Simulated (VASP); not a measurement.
# TiCo (Pm-3m) in VASP: a series of runs

Runs on TiCo. Level: r2SCAN. Tasks: single point.

Program: VASP 6.6.1. These are calculated values, not measurements. Logs are shortened: lines on timing, memory, paths and dates and some standing lists are left out, and cuts for length are marked.

## Step 1: The cell of the first run

Symmetry: Pm-3m, No. 221, cubic system. Conventional cell: a = 2.989 Å, b = 2.989 Å, c = 2.989 Å, α = 90.00°, β = 90.00°, γ = 90.00°. Within 3.4 Å of Ti (site symmetry m-3m) lie 8 Co at 2.59 Å and 6 Ti at 2.99 Å. Within 3.4 Å of Co (site symmetry m-3m) lie 8 Ti at 2.59 Å and 6 Co at 2.99 Å.

## Step 2: Single point, r2SCAN, collinear spin, ferrimagnetic start

Input file POSCAR:

```
TiCo
1.0
    2.9887219807      0.0000000000      0.0000000000
    0.0000000000      2.9887219807      0.0000000000
    0.0000000000      0.0000000000      2.9887219807
Ti Co
1 1
Direct
    0.0000000000      0.0000000000      0.0000000000
    0.5000000000      0.5000000000      0.5000000000
```

Input file INCAR.step1:

```
  PREC = Accurate
  ENCUT = 520
  ISMEAR = 0
  SIGMA = 0.05
  LREAL = False
  LASPH = True
  NELM = 150
  ISPIN = 2
  MAGMOM = 0.32 -1.35
  LMAXMIX = 4
  NBANDS = 22
  GGA = PE
  ALGO = Normal
  EDIFF = 1E-4
  LWAVE = True
  LCHARG = False
```

Input file INCAR.step2:

```
  PREC = Accurate
  ENCUT = 520
  EDIFF = 1E-6
  ISMEAR = 0
  SIGMA = 0.05
  LREAL = False
  LASPH = True
  NELM = 150
  ALGO = Normal
  ISIF = 2
  LWAVE = False
  LCHARG = False
  ISPIN = 2
  MAGMOM = 0.32 -1.35
  LORBIT = 11
  LMAXMIX = 4
  METAGGA = R2SCAN
  LMIXTAU = True
  NBANDS = 22
  ISTART = 1
```

Input file KPOINTS:

```
Automatic mesh
0
Gamma
  12 12 12
```

Potentials or basis: VASP PAW PBE potentials, release 64 (Ti_sv, Co).

On the command line:

```
$ cat potpaw_PBE.64/Ti_sv/POTCAR potpaw_PBE.64/Co/POTCAR > POTCAR
$ cp INCAR.step1 INCAR
$ mpirun -np 1 vasp_std > vasp.out
$ cp INCAR.step2 INCAR
$ mpirun -np 1 vasp_std > vasp.out
```

OUTCAR:

```text
PREC = Accurate
   ENCUT = 520
   EDIFF = 1E-6
   ISMEAR = 0
   LREAL = False
   LASPH = True
   NELM = 150
   ISIF = 2
   ISPIN = 2
   LORBIT = 11
   METAGGA = R2SCAN
   ISTART = 1

 ion  position               nearest neighbor table
   1  0.000  0.000  0.000-   2 2.59   2 2.59   2 2.59   2 2.59   2 2.59   2 2.59   2 2.59   2 2.59

   2  0.500  0.500  0.500-   1 2.59   1 2.59   1 2.59   1 2.59   1 2.59   1 2.59   1 2.59   1 2.59

  LATTYP: Found a simple cubic cell.
 ALAT       =     2.9887219807

  Lattice vectors:

 A1 = (   2.9887219807,   0.0000000000,   0.0000000000)
 A2 = (   0.0000000000,   2.9887219807,   0.0000000000)
 A3 = (   0.0000000000,   0.0000000000,   2.9887219807)

Analysis of symmetry for initial positions (statically):
=====================================================================
 Subroutine PRICEL returns:
 Original cell was already a primitive cell.

 Routine SETGRP: Setting up the symmetry group for a
 simple cubic supercell.

 Subroutine GETGRP returns: Found 48 space group operations
 (whereof 48 operations were pure point group operations)
 out of a pool of 48 trial point group operations.

The static configuration has the point symmetry O_h .

Analysis of symmetry for dynamics (positions and initial velocities):
=====================================================================
 Subroutine PRICEL returns:
 Original cell was already a primitive cell.

 Routine SETGRP: Setting up the symmetry group for a
 simple cubic supercell.

 Subroutine GETGRP returns: Found 48 space group operations
 (whereof 48 operations were pure point group operations)
 out of a pool of 48 trial point group operations.

The dynamic configuration has the point symmetry O_h .

Analysis of structural, dynamic, and magnetic symmetry:
=====================================================================
 Subroutine PRICEL returns:
 Original cell was already a primitive cell.

 Routine SETGRP: Setting up the symmetry group for a
 simple cubic supercell.

 Subroutine GETGRP returns: Found 48 space group operations
 (whereof 48 operations were pure point group operations)
 out of a pool of 48 trial point group operations.

The overall configuration has the point symmetry O_h .

 Subroutine INISYM returns: Found 48 space group operations
 (whereof 48 operations are pure point group operations),
 and found     1 'primitive' translations

----------------------------------------------------------------------------------------

                                     Primitive cell

  volume of cell :      26.6966

  direct lattice vectors                    reciprocal lattice vectors
     2.988721981  0.000000000  0.000000000     0.334591175  0.000000000  0.000000000
     0.000000000  2.988721981  0.000000000     0.000000000  0.334591175  0.000000000
     0.000000000  0.000000000  2.988721981     0.000000000  0.000000000  0.334591175

  length of vectors
     2.988721981  2.988721981  2.988721981     0.334591175  0.334591175  0.334591175

  position of ions in fractional coordinates (direct lattice)
     0.000000000  0.000000000  0.000000000
     0.500000000  0.500000000  0.500000000

  ion indices of the primitive-cell ions
   primitive index   ion index
                 1           1
                 2           2

----------------------------------------------------------------------------------------

 KPOINTS: Automatic mesh

Automatic generation of k-mesh.
 Grid dimensions read from file:
 generate k-points for:   12   12   12

 Generating k-lattice:

  Cartesian coordinates                     Fractional coordinates (reciprocal lattice)
     0.027882598  0.000000000  0.000000000     0.083333333  0.000000000  0.000000000
     0.000000000  0.027882598  0.000000000     0.000000000  0.083333333  0.000000000
     0.000000000  0.000000000  0.027882598     0.000000000  0.000000000  0.083333333

  Length of vectors
     0.027882598  0.027882598  0.027882598

  Shift w.r.t. Gamma in fractional coordinates (k-lattice)
     0.000000000  0.000000000  0.000000000

 Subroutine IBZKPT returns following result:
 ===========================================

 Found     84 irreducible k-points:

 Following reciprocal coordinates:
            Coordinates               Weight
  0.000000  0.000000  0.000000      1.000000
  0.083333  0.000000  0.000000      6.000000
  0.166667  0.000000  0.000000      6.000000
  0.250000  0.000000  0.000000      6.000000
  0.333333  0.000000  0.000000      6.000000
  0.416667  0.000000  0.000000      6.000000
[... 16 lines left out ...]
  0.333333  0.333333  0.000000     12.000000
  0.416667  0.333333  0.000000     24.000000
 [... further k-points ...]
   k-points           NKPTS =     84   k-points in BZ     NKDIM =     84   number of bands    NBANDS=     22
   number of dos      NEDOS =    301   number of ions     NIONS =      2
   total plane-waves  NPLWV =  13824
   dimension x,y,z NGX =    24 NGY =   24 NGZ =   24
   dimension x,y,z NGXF=    48 NGYF=   48 NGZF=   48
   ions per type =               1   1
   NGX,Y,Z   is equivalent  to a cutoff of  13.35, 13.35, 13.35 a.u.
   NGXF,Y,Z  is equivalent  to a cutoff of  26.70, 26.70, 26.70 a.u.
 SYSTEM =  unknown system
   PREC   = accura    normal or accurate (medium, high low for compatibility)
   ISTART =      1    job   : 0-new  1-cont  2-samecut
   ICHARG =      0    charge: 1-file 2-atom 10-const
   ISPIN  =      2    spin polarized calculation?
   LNONCOLLINEAR =      F non collinear calculations
   LSORBIT =      F    spin-orbit coupling
   LASPH  =      T    aspherical Exc in radial PAW
   ENCUT  =  520.0 eV  38.22 Ry    6.18 a.u.   5.56  5.56  5.56*2*pi/ulx,y,z
   NELM   =    150;   NELMIN=  2; NELMDL=  0     # of ELM steps
   EDIFF  = 0.1E-05   stopping-criterion for ELM
   LREAL  =      F    real-space projection
   EDIFFG = 0.1E-04   stopping-criterion for IOM
   NSW    =      0    number of steps for IOM
   IBRION =     -1    ionic relax: 0-MD 1-quasi-New 2-CG
   NFREE  =      0    steps in history (QN), initial steepest desc. (CG)
   ISIF   =      2    stress and relaxation
   ISYM   =      2    0-nonsym 1-usesym 2-fastsym
   POTIM  = 0.5000    time-step for ionic-motion
   TEBEG  =    0.0;   TEEND  =   0.0 temperature during run
   PSTRESS=    0.0 pullay stress
   NELECT =      21.0000    total number of electrons
   NUPDOWN=      -1.0000    fix difference up-down
   EMIN   =  10.00;   EMAX   =-10.00  energy-range for DOS
   EFERMI =   0.00;   METHOD = LEGACY
   ISMEAR =     0;   SIGMA  =   0.05  broadening in eV -4-tet -1-fermi 0-gaus
   EFERMI_NEDOS =   21; number of points for ismear=-14 and -15
   IALGO  =     38    algorithm
   IMIX   =      4    mixing-type and parameters
     AMIX     =   0.40;   BMIX     =  1.00
     AMIX_MAG =   1.60;   BMIX_MAG =  1.00
  volume/ion in A,a.u.               =      13.35        90.08
  Fermi-wavevector in a.u.,A,eV,Ry     =   1.511225  2.855801 31.072992  2.283800
  Thomas-Fermi vector in A             =   2.621310
   LORBIT       =     11    0 simple, 1 ext, 2 COOP (PROOUT), +10 PAW based schemes
   METAGGA = R2SCAN    functional components
   LHFCALC =     F    Hartree Fock is set to
   AEXX    =    0.0000 exact exchange contribution
   IVDW    =     0    specifies the selected vdW correction
   LEPSILON=     F    determine dielectric tensor
   LRPA    =     F    only Hartree local field effects (RPA)
 spin polarized calculation
 Gauss-broadening in eV      SIGMA  =   0.05
  energy-cutoff  :      520.00
  volume of cell :       26.70
 maximum number of plane-waves:       739
 NGX is ok and might be reduce to    24
   NGX = 11   NGY = 11   NGZ = 11

 number of electron      20.9999984 magnetization      -0.8968834

 Free energy of the ion-electron system (eV)
  ---------------------------------------------------
  ext. energy  EPLUGINS =         0.00000000
  ---------------------------------------------------
  free energy    TOTEN  =       -27.02006363 eV

  energy without entropy =      -27.01813762  energy(sigma->0) =      -27.01910062

 E-fermi :   9.8568     XC(G=0): -13.6253

 val. band max:        9.8508445795   @ k =   0.5000   0.0833   0.0833
 cond. band min:       9.8863204052   @ k =   0.4167   0.2500   0.2500
 fundamental gap:      0.0354758257
 Fermi energy:         9.8568229705

 spin component 1

 k-point     1 :       0.0000    0.0000    0.0000
  band No.  band energies     occupation
      1     -49.7669      1.00000
      2     -24.8097      1.00000
      3     -24.8097      1.00000
      4     -24.8097      1.00000
      5       1.5081      1.00000
      6       6.4581      1.00000
[... 14 lines left out ...]
     21      30.4913      0.00000
     22      31.5147      0.00000
[... 552 lines left out ...]
  band No.  band energies     occupation
      1     -49.7121      1.00000
      2     -25.0704      1.00000
      3     -25.0081      1.00000
      4     -24.7655      1.00000
      5       5.3596      1.00000
      6       6.1653      1.00000
[... 14 lines left out ...]
     21      27.0983      0.00000
     22      30.1710      0.00000

 [... further k-points ...]

 spin component 2

 k-point     1 :       0.0000    0.0000    0.0000
  band No.  band energies     occupation
      1     -49.4705      1.00000
      2     -24.5238      1.00000
      3     -24.5238      1.00000
      4     -24.5238      1.00000
      5       1.9483      1.00000
      6       5.1532      1.00000
[... 14 lines left out ...]
     21      30.1560      0.00000
     22      31.7467      0.00000
[... 552 lines left out ...]
  band No.  band energies     occupation
      1     -49.4192      1.00000
      2     -24.7683      1.00000
      3     -24.7097      1.00000
      4     -24.4813      1.00000
      5       4.9891      1.00000
      6       5.7718      1.00000
[... 14 lines left out ...]
     21      27.4350      0.00000
     22      30.1070      0.00000

 [... further k-points ...]

------------------------ aborting loop because EDIFF is reached ----------------------------------------

  FORCE on cell =-STRESS in cart. coord.  units (eV):
  Direction    XX          YY          ZZ          XY          YZ          ZX
  --------------------------------------------------------------------------------------
  -------------------------------------------------------------------------------------
  Total        0.0522285      0.0522285      0.0522285     -0.0000000      0.0000000     -0.0000000
  in kB        3.1344490      3.1344490      3.1344490     -0.0000000      0.0000000     -0.0000000
  external PRESSURE =       3.1344490 kB  Pullay stress =       0.0000000 kB

 VOLUME and BASIS-vectors are now :
 -----------------------------------------------------------------------------
  energy-cutoff  :      520.00
  volume of cell :       26.70
      direct lattice vectors                 reciprocal lattice vectors
     2.988721981  0.000000000  0.000000000     0.334591175  0.000000000  0.000000000
     0.000000000  2.988721981  0.000000000     0.000000000  0.334591175  0.000000000
     0.000000000  0.000000000  2.988721981     0.000000000  0.000000000  0.334591175

 POSITION                                       TOTAL-FORCE (eV/Angst)
 -----------------------------------------------------------------------------------
      0.00000      0.00000      0.00000         0.000000      0.000000      0.000000
      1.49436      1.49436      1.49436         0.000000      0.000000      0.000000
 -----------------------------------------------------------------------------------
    total drift:                                0.000000      0.000000     -0.000000

  FREE ENERGIE OF THE ION-ELECTRON SYSTEM (eV)
  ---------------------------------------------------
  free  energy   TOTEN  =       -27.0200636284 eV

  energy  without entropy=      -27.0181376205  energy(sigma->0) =      -27.01910062

 total charge

# of ion       s       p       d       tot
------------------------------------------
    1        2.243   6.197   1.801  10.241
    2        0.558   0.524   7.237   8.319
--------------------------------------------------
tot          2.802   6.721   9.038  18.560

 magnetization (x)

# of ion       s       p       d       tot
------------------------------------------
    1        0.008   0.039   0.235   0.281
    2       -0.044   0.032  -1.370  -1.381
--------------------------------------------------
tot         -0.036   0.071  -1.135  -1.100
```

Wall time 3.9 min (1 thread of AMD EPYC 9R45 (Zen 5), shared host); peak memory 0.18 GiB.

What came out:

```
Free energy                                           : -27.0201 eV
Pressure                                              : 0.3 GPa
Net moment                                            : -0.90 μB per cell
Site moments                                          : Ti +0.28; Co -1.38 μB
Valence electrons inside the program's atomic spheres : Ti 10.24; Co 8.32
```

Levels at points of the mesh, in eV from the Fermi level:
Spin up:
| k point | band 7 | band 8 | band 9 | band 10 | band 11 | band 12 | band 13 | band 14 |
| --- | --- | --- | --- | --- | --- | --- | --- | --- |
| (0.00, 0.00, 0.00) | -3.40 | -1.42 | -1.42 | -1.42 | 1.59 | 1.59 | 2.88 | 2.88 |
| (0.50, 0.00, 0.00) | -1.53 | -1.53 | -1.17 | -0.99 | -0.89 | 0.70 | 0.70 | 1.48 |
| (0.50, 0.50, 0.00) | -2.44 | -2.44 | 0.25 | 0.25 | 1.03 | 1.11 | 1.28 | 2.71 |
| (0.50, 0.50, 0.50) | -2.54 | -2.32 | -2.32 | -2.32 | 1.07 | 1.07 | 3.26 | 3.26 |
Spin down:
```tsv
k point	band 9	band 10	band 11	band 12	band 13	band 14
(0.00, 0.00, 0.00)	-2.35	-2.35	0.56	0.56	2.90	2.90
(0.50, 0.00, 0.00)	-2.50	-2.05	-1.22	-0.29	0.88	0.88
(0.50, 0.50, 0.00)	-2.37	-1.26	0.66	0.66	1.31	2.57
(0.50, 0.50, 0.50)	-2.34	-2.05	-2.05	-2.05	3.69	3.69
```

Caveat: the PAW data sets were made with another functional, which shifts forces and pressure a little.

## Step 3: Single point, r2SCAN, collinear spin, ferromagnetic start

POSCAR is that of step 2.

Input file INCAR.step1:

```
SYSTEM = TiCo
PREC = Accurate
ENCUT = 520
ISMEAR = 0
SIGMA = 0.05
LREAL = .FALSE.
LASPH = .TRUE.
NELM = 150
ISPIN = 2
MAGMOM = 0.5 0.5
LMAXMIX = 4
NBANDS = 22
GGA = PE
ALGO = Normal
EDIFF = 1E-4
LWAVE = .TRUE.
LCHARG = .FALSE.
```

Input file INCAR.step2:

```
SYSTEM = TiCo
PREC = Accurate
ENCUT = 520
EDIFF = 1E-7
ISMEAR = 0
SIGMA = 0.05
LREAL = .FALSE.
LASPH = .TRUE.
NELM = 150
ALGO = Normal
ISIF = 2
LWAVE = .FALSE.
LCHARG = .FALSE.
ISPIN = 2
MAGMOM = 0.5 0.5
LORBIT = 11
LMAXMIX = 4
METAGGA = R2SCAN
LMIXTAU = .TRUE.
NBANDS = 22
ISTART = 1
```

Input file KPOINTS:

```
Automatic mesh
0
G
  12 12 12
  0 0 0
```

Potentials or basis: VASP PAW PBE potentials, release 64 (Ti_sv, Co).

On the command line:

```
$ cat potpaw_PBE.64/Ti_sv/POTCAR potpaw_PBE.64/Co/POTCAR > POTCAR
$ cp INCAR.step1 INCAR
$ mpirun -np 1 vasp_std > vasp.out
$ cp INCAR.step2 INCAR
$ mpirun -np 1 vasp_std > vasp.out
```

It took 4.6 min on 1 thread of AMD EPYC 9R45 (Zen 5), shared host; peak memory 0.18 GiB.

The run converged. Its results:

```
Free energy                                           : -27.0201 eV
Pressure                                              : 0.3 GPa
Net moment                                            : 0.90 μB per cell
Site moments                                          : Ti -0.28; Co +1.38 μB
Valence electrons inside the program's atomic spheres : Ti 10.24; Co 8.32
```

Levels at points of the mesh, in eV from the Fermi level:
Spin up:
```csv
k point,band 7,band 8,band 9,band 10,band 11,band 12,band 13,band 14,band 15,band 16
"(0.00, 0.00, 0.00)",-4.70,-2.35,-2.35,-2.35,0.56,0.56,2.90,2.90,2.90,9.26
"(0.50, 0.00, 0.00)",-3.68,-2.50,-2.50,-2.05,-1.22,-0.29,0.88,0.88,2.53,4.36
"(0.50, 0.50, 0.00)",-3.14,-3.14,-2.37,-1.26,0.66,0.66,1.31,2.57,2.57,3.61
"(0.50, 0.50, 0.50)",-3.27,-2.34,-2.34,-2.05,-2.05,-2.05,3.69,3.69,7.05,8.67
```
Spin down:
| k point | band 6 | band 7 | band 8 | band 9 | band 10 | band 11 | band 12 | band 13 | band 14 | band 15 |
| --- | --- | --- | --- | --- | --- | --- | --- | --- | --- | --- |
| (0.00, 0.00, 0.00) | -3.40 | -3.40 | -1.42 | -1.42 | -1.42 | 1.59 | 1.59 | 2.88 | 2.88 | 2.88 |
| (0.50, 0.00, 0.00) | -4.25 | -1.53 | -1.53 | -1.17 | -0.99 | -0.89 | 0.70 | 0.70 | 1.48 | 2.37 |
| (0.50, 0.50, 0.00) | -3.97 | -2.44 | -2.44 | 0.25 | 0.25 | 1.03 | 1.11 | 1.28 | 2.71 | 2.71 |
| (0.50, 0.50, 0.50) | -2.54 | -2.54 | -2.32 | -2.32 | -2.32 | 1.07 | 1.07 | 3.26 | 3.26 | 7.75 |

Caveat: the PAW data sets were made with another functional, which shifts forces and pressure a little.
